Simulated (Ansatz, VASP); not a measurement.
Al: VASP beside Ansatz

Contents of INCAR:

```
ALGO = Normal ; EDIFF = 1E-6
ENCUT = 520 ; GGA = PE
ISIF = 2 ; ISMEAR = 0
LASPH = True ; LCHARG = True
LELF = True ; LREAL = False
LVHAR = True ; LWAVE = False
NBANDS = 8 ; NELM = 60
PREC = Accurate ; SIGMA = 0.1
```

Contents of KPOINTS:

```
k-points
0
Gamma
  21 21 10
```

POSCAR

```
Al
1.0
    2.2116600349      0.0000000000      0.0000000000
   -1.1058300174      1.9153537747      0.0000000000
    0.0000000000      0.0000000000      4.6538956500
Al
1
Direct
    0.0000000000      0.0000000000      0.0000000000
```

Input for Ansatz:

```yaml
crystal:
  lattice:
    - [2.2116600349, 0.0, 0.0]
    - [-1.1058300174, 1.9153537747, 0.0]
    - [0.0, 0.0, 4.65389565]
  atoms:
    - { symbol: Al, position: [0.0, 0.0, 0.0] }
basis:
  ecutwfc: 420
kpoints:
  mp_grid: { grid: [21, 21, 10] }
hamiltonian:
  xc: pbe
scf:
  occupations: { method: gaussian, width: 0.1 }
output:
  forces: true
  stress: true
  eigenvalues: true
```

Alike in both runs: task single point; functional PBE; k mesh 21 × 21 × 10; occupations gaussian, width 0.1 eV; no spin polarisation.

|  | VASP | Ansatz |
| --- | --- | --- |
| version | VASP 6.6.1 | Ansatz 0.2.0 |
| potentials or method | VASP PAW PBE potentials, release 64 (Al), cutoff 520 eV | scalar-relativistic, plane waves, PAW |
| valence electrons in the cell | 3 | 3 |

Ansatz gave:

```
gap on the k mesh at the Fermi level (eV)                     : none
pressure (GPa)                                                : 56.9
traceless stress, the component that is largest in VASP (GPa) : -58.26
```

Task: Estimate VASP's values.

Result: gap on the k mesh at the Fermi level (eV): none; pressure (GPa): 57.2; traceless stress, the component that is largest in VASP (GPa): -58.57.

A gap of «none» marks a metal or a gap that the smearing closes. Both programs put the cell under a high pressure, so it lies far from rest at this level. The functional is the same, so the differences come from potentials, cutoffs and numerics.
